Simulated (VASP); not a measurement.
NaHgH2: single point with PBE

The system is NaHgH2.

```xyz
4
Lattice="3.7038 0.0000 0.0000 0.0000 3.7038 0.0000 0.0000 0.0000 6.1417" Properties=species:S:1:pos:R:3 pbc="T T T"
Na    0.0000    0.0000    3.0709
Hg    0.0000    0.0000    0.0000
H     1.8519    1.8519    2.6836
H     1.8519    1.8519    3.4581
```

| Quantity | Value |
| --- | --- |
| Program | VASP 6.6.1 |
| Task | single point |
| Functional | PBE |
| Potentials or basis | VASP PAW PBE potentials, release 64 (Na_pv, Hg, H) |
| Cutoff | 520 eV |
| k mesh | 16 × 16 × 8 |
| Occupations | gaussian, width 0.1 eV |
| Spin | no spin polarisation |

The pressure is -0.1 GPa, the largest force is 0.008 eV/Å and the band gap on the k mesh is zero (an odd number of electrons rules out a gap without spin polarisation).

Forces on the atoms (eV/Å):
```
Na   0.000  0.000  0.000
Hg   0.000  0.000  0.000
H    0.000  0.000  0.008
H    0.000  0.000 -0.008
```

Levels at points of the mesh, in eV from the Fermi level:
```tsv
k point	band 7	band 8	band 9	band 10	band 11	band 12	band 13	band 14
(0.00, 0.00, 0.00)	-6.68	-6.68	-6.51	-5.24	-0.87	3.40	5.71	5.71
(0.50, 0.00, 0.00)	-6.72	-6.67	-6.66	-3.79	0.05	1.60	1.76	2.30
(0.50, 0.50, 0.00)	-6.86	-6.80	-6.34	-2.07	0.75	0.75	3.49	3.65
(0.00, 0.00, 0.50)	-6.68	-6.68	-6.51	-5.54	-0.17	2.98	6.28	6.49
(0.50, 0.00, 0.50)	-6.69	-6.67	-6.66	-3.58	-0.62	-0.55	4.58	4.82
(0.50, 0.50, 0.50)	-6.87	-6.77	-6.34	-1.94	1.48	1.48	2.29	2.29
```

Run time: 89 s on 1 thread of Intel(R) Xeon(R) 6975P-C (Granite Rapids), with other jobs on the host, peak memory 0.44 GiB.

Caveat: spin-orbit coupling is left out, which moves the levels of the heavy elements; an odd number of electrons without spin polarisation forces a metal; a magnetic or distorted state may lie lower.
